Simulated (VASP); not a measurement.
Crystal: Be.

```
CELL_PARAMETERS angstrom
2.26996 0.00000 0.00000
-1.13498 1.96584 0.00000
0.00000 0.00000 3.56014
ATOMIC_POSITIONS crystal
Be 0.66667 0.33333 0.75000
Be 0.33333 0.66667 0.25000
```

Base run:

```yaml
Program: VASP 6.6.1
Functional: PBEsol
Potentials_or_basis: VASP PAW PBE potentials, release 64 (Be)
Cutoff: 520 eV
k_mesh: 13 × 13 × 8
Occupations: fermi-dirac, width 0.05 eV
Spin: no spin polarisation
```

Its results: band gap on the k mesh zero (bands 2 and 3 overlap by 1.62 eV); pressure -1.2 GPa.

The run is repeated on the same cell with these changes: functional from PBEsol to r2SCAN; further incar settings from ALGO = Fast; EDIFF = 1e-06; NBANDS = 9 to ALGO = Normal; EDIFF = 1e-06; NBANDS = 9. What comes out?

Band gap on the k mesh zero (bands 2 and 3 overlap by 1.75 eV); pressure -0.3 GPa.

Caveats: the PAW data sets were made with another functional, which shifts forces and pressure a little.
